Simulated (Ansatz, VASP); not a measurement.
# One calculation of Cu, two programs

File INCAR:

```
PREC     = Accurate       # precision mode
ENCUT    = 520            # plane-wave cutoff, eV
EDIFF    = 1E-6           # SCF threshold, eV
ISMEAR   = 1              # smearing method
SIGMA    = 0.1            # smearing width, eV
LREAL    = False          # projectors in reciprocal space
LASPH    = True           # aspherical terms in the spheres
NELM     = 60             # most SCF steps
ALGO     = Normal         # electronic algorithm
ISIF     = 2              # what is computed and relaxed
LWAVE    = False          # write WAVECAR
LCHARG   = False          # write CHGCAR
NBANDS   = 30             # bands
```

The input KPOINTS:

```
Automatic mesh
0
Gamma
  10 10 3
```

File POSCAR:

```
Cu
1.0
    2.5307640300      0.0000000000      0.0000000000
   -1.2653820100      2.1917059400      0.0000000000
    0.0000000000      0.0000000000      8.2618150800
Cu
4
Direct
    0.0000000000      0.0000000000      0.0000000000
    0.3333333296      0.6666666697      0.2500000000
    0.0000000000      0.0000000000      0.5000000000
    0.6666666704      0.3333333303      0.7500000000
```

Input for Ansatz:

```yaml
crystal:
  lattice:
    - [2.53076403, 0.0, 0.0]
    - [-1.26538201, 2.19170594, 0.0]
    - [0.0, 0.0, 8.26181508]
  atoms:
    - { symbol: Cu, position: [0.0, 0.0, 0.0] }
    - { symbol: Cu, position: [0.3333333295857175, 0.6666666697084374, 0.25] }
    - { symbol: Cu, position: [0.0, 0.0, 0.5] }
    - { symbol: Cu, position: [0.6666666704142826, 0.33333333029156276, 0.75] }
basis:
  ecutwfc: 450.0
kpoints:
  mp_grid:
    grid: [10, 10, 3]
hamiltonian:
  xc: lda
scf:
  lower_state_search: light
  mixing:
    algorithm: broyden
    beta: 0.6
    ndim: 4
  occupations:
    method: cold
output:
  forces: true
  stress: true
```

Alike in both runs: task single point; functional LDA; k mesh 10 × 10 × 3; no spin polarisation.

|  | VASP | Ansatz |
| --- | --- | --- |
| version | VASP 6.6.1 | Ansatz 0.2.0 |
| potentials or method | VASP PAW LDA potentials, release 64 (Cu), cutoff 520 eV | plane waves, PAW |
| occupations | methfessel-paxton of order 1, width 0.1 eV | cold |
| valence electrons in the cell | 44 | 76 |

Ansatz gave:

- pressure (GPa): -8.2
- traceless stress, the component that is largest in VASP (GPa): -0.73

Q: Which values does VASP return?

A: Pressure (GPa): -7.4; traceless stress, the component that is largest in VASP (GPa): -0.67.

LDA's correlation is that of Perdew and Zunger in VASP and of Perdew and Wang (1992) in Ansatz. VASP's potentials hold 44 valence electrons a cell and Ansatz's 76, so a difference there can come from the potentials and not from the codes.
